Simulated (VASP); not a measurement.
A run of VASP 6.6.1:

INCAR

```
  ALGO = Normal
  EDIFF = 1E-6
  ENCUT = 520
  ISIF = 2
  ISMEAR = -1
  LASPH = T
  LCHARG = F
  LREAL = F
  LWAVE = F
  NBANDS = 13
  NELM = 100
  PREC = Accurate
  SIGMA = 0.08
```

KPOINTS

```
k-points
0
Gamma
  15 15 15
```

Contents of POSCAR:

```
W
1.0
    2.2823809914      0.0000000000      0.0000000000
    0.0000000000      2.2823809914      0.0000000000
    0.0000000000      0.0000000000      2.2823809914
W
1
Direct
    0.0000000000      0.0000000000      0.0000000000
```

Potentials or basis: VASP PAW LDA potentials, release 64 (W_sv).

The run is started by

```console
$ cat potpaw_LDA.64/W_sv/POTCAR > POTCAR
$ mpirun -np 1 vasp_std > vasp.out
```

Hardware: 1 thread of AMD EPYC 7R43 64-Core Processor (Zen 3), with other jobs on the host.

Q: Estimate the wall time of this run.

A: It took 13 s on 1 thread of AMD EPYC 7R43 64-Core Processor (Zen 3), on a shared host, peak memory 0.09 GiB. Counts: scf iterations 11, k points 120.
